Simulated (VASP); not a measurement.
# Si: single point with PBE

Si:

```
Si
1.0
     0.00000    5.44424    5.44424
     5.44424    0.00000    5.44424
     5.44424    5.44424    0.00000
Si
16
Direct
  0.00806 0.99642 0.01464
  0.11007 0.13927 0.10663
  0.99943 0.00812 0.49436
  0.11707 0.13362 0.61624
  0.99947 0.49096 0.00706
  0.13616 0.61882 0.11231
  0.00426 0.50268 0.48775
  0.11792 0.64843 0.62190
  0.48947 0.98389 0.00402
  0.63672 0.10961 0.11820
  0.52455 0.99332 0.50074
  0.64449 0.12650 0.61871
  0.50388 0.51432 0.00944
  0.61365 0.62682 0.13793
  0.51210 0.48705 0.51470
  0.59629 0.63689 0.61597
```

```
Program             : VASP 6.6.1
Task                : single point
Functional          : PBE
Potentials or basis : VASP PAW PBE potentials, release 64 (Si)
Cutoff              : 520 eV
k mesh              : 2 × 2 × 2
Occupations         : fermi-dirac, width 0.146 eV
Spin                : no spin polarisation
```

| Property | Result |
| --- | --- |
| Pressure | 3.2 GPa |
| Largest force | 4.365 eV/Å |
| Band gap on the k mesh | 0.19 eV |

Forces in eV/Å, atoms in the order of the input:
```
Si  -2.661 -2.520 -1.626
Si   0.841  2.972  0.674
Si  -0.617 -0.104  1.246
Si   0.278  1.753  0.714
Si   0.830 -1.742  1.186
Si   0.866  0.411  0.085
Si   1.082 -0.348 -0.149
Si  -1.567  0.833 -1.331
Si   0.924 -0.428  1.640
Si   1.148 -0.404  0.162
Si   0.334 -2.033 -0.303
Si   0.454  0.097 -1.871
Si  -2.673 -0.978 -1.475
Si  -0.091  1.702  0.476
Si  -0.587 -2.798 -1.455
Si   1.439  3.587  2.029
```

Stress tensor (GPa, compression positive):
```
3.50 0.23 4.87
0.23 2.37 1.18
4.87 1.18 3.60
```

Levels at points of the mesh, in eV from the valence-band top:
| k point | band 29 | band 30 | band 31 | band 32 | band 33 | band 34 | band 35 | band 36 |
| --- | --- | --- | --- | --- | --- | --- | --- | --- |
| (0.00, 0.00, 0.00) | -0.99 | -0.54 | -0.09 | 0.00 | 0.19 | 0.28 | 0.32 | 0.50 |
| (0.50, 0.00, 0.00) | -1.21 | -1.14 | -0.69 | -0.66 | 0.90 | 0.94 | 0.99 | 1.13 |
| (0.00, 0.50, 0.00) | -1.12 | -1.05 | -0.62 | -0.52 | 0.90 | 1.07 | 1.22 | 1.24 |
| (0.00, 0.00, 0.50) | -1.27 | -1.23 | -0.85 | -0.45 | 0.75 | 0.87 | 1.02 | 1.06 |
| (0.50, 0.50, 0.50) | -1.50 | -0.86 | -0.66 | -0.42 | 0.76 | 1.00 | 1.30 | 1.35 |
| (0.50, 0.50, 0.00) | -1.70 | -1.46 | -1.24 | -1.07 | 0.66 | 0.85 | 1.73 | 1.91 |
| (0.00, 0.50, 0.50) | -1.66 | -1.40 | -1.35 | -1.17 | 0.75 | 0.82 | 1.97 | 1.99 |
| (0.50, 0.00, 0.50) | -1.83 | -1.47 | -1.23 | -1.11 | 0.63 | 0.90 | 1.65 | 2.04 |

It took 6 min on 1 thread of AMD EPYC 7R13 (shared host), peak memory 0.44 GiB.

Caveat: the k points lie up to 0.50 Å⁻¹ apart; the atoms stand as in a frame of molecular dynamics; forces of over 1 eV/Å act on the atoms, so gaps and moduli don't describe the material at rest. A k mesh can miss the band edges.
